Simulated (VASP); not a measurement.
Set up this calculation in VASP 6.6.1, as the native input.

```
Task                   : single point
Functional             : PBE
Potentials or basis    : VASP PAW PBE potentials, release 64 (Hf_pv, C)
Cutoff                 : 520 eV
k mesh                 : 20 × 20 × 20
Occupations            : gaussian, width 0.15 eV
Spin                   : no spin polarisation
Dipole correction      : no
Further INCAR settings : ALGO = Normal; EDIFF = 1e-06; NBANDS = 14
```

The structure of HfC lies in POSCAR:

```
HfC
1.0
   -0.5038604225      2.1023141766      2.1023141766
    2.1023141766     -0.5038604225      2.1023141766
    2.1023141766      2.1023141766     -0.5038604225
Hf C
1 1
Direct
    0.5000000000      0.5000000000      0.5000000000
    0.0000000000      0.0000000000      0.0000000000
```

This cell differs from its parent crystal: ratio of the length along [111] to the lengths across it x 0.71, volume and fractional coordinates fixed.

One way to write it, as run:

INCAR

```
PREC = Accurate
ENCUT = 520
EDIFF = 1E-6
ISMEAR = 0
SIGMA = 0.15
LREAL = False
LASPH = True
NELM = 100
ALGO = Normal
ISIF = 2
LWAVE = False
LCHARG = False
GGA = PE
NBANDS = 14
```

KPOINTS

```
Automatic mesh
0
Gamma
  20 20 20
```

Potentials or basis: VASP PAW PBE potentials, release 64 (Hf_pv, C).

Launch:

```console
$ cat potpaw_PBE.64/Hf_pv/POTCAR potpaw_PBE.64/C/POTCAR > POTCAR
$ mpirun -np 1 vasp_std > vasp.out
```

Results of the run:

```yaml
Pressure: -2.4 GPa
Band_gap_on_the_k_mesh: zero (bands 7 and 8 overlap by 0.74 eV)
```

Caveat: spin-orbit coupling is left out, which moves the levels of the heavy elements.

Wall time 2.9 min on 1 thread of Intel Xeon 8259CL, on a shared host, peak memory 0.38 GiB.
